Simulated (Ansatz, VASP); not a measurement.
Two plane-wave programs on Se

```
Se
1.0
     4.29460    0.00000    0.00000
    -2.14730    3.71923    0.00000
     0.00000    0.00000    4.60123
Se
3
Direct
  0.23198 0.00000 0.33333
  0.00000 0.23198 0.66667
  0.76802 0.76802 0.00000
```

Alike in both runs: task single point; functional PBE; dispersion D3(BJ); k mesh 9 × 9 × 8; occupations gaussian, width 0.05 eV; no spin polarisation.

|  | VASP | Ansatz |
| --- | --- | --- |
| version | VASP 6.6.1 | Ansatz 0.2.0 |
| potentials or method | VASP PAW PBE potentials, release 64 (Se), cutoff 520 eV | scalar-relativistic, plane waves, PAW |
| valence electrons in the cell | 18 | 48 |

```tsv
	VASP	Ansatz	Ansatz less VASP
gap on the k mesh at the Fermi level (eV)	0.70	0.70	+0.001
least direct gap on the mesh (eV)	1.72	1.72	+0.006
pressure (GPa)	7.9	7.7	-0.23
traceless stress, the component that is largest in VASP (GPa)	4.84	4.78	-0.062
rms of the force components (eV/Å)	0.768	0.738	-0.0298
```

Atom by atom the forces differ by 0.030 eV/Å (rms over components). VASP's potentials hold 18 valence electrons a cell and Ansatz's 48, so a difference there can come from the potentials and not from the codes.
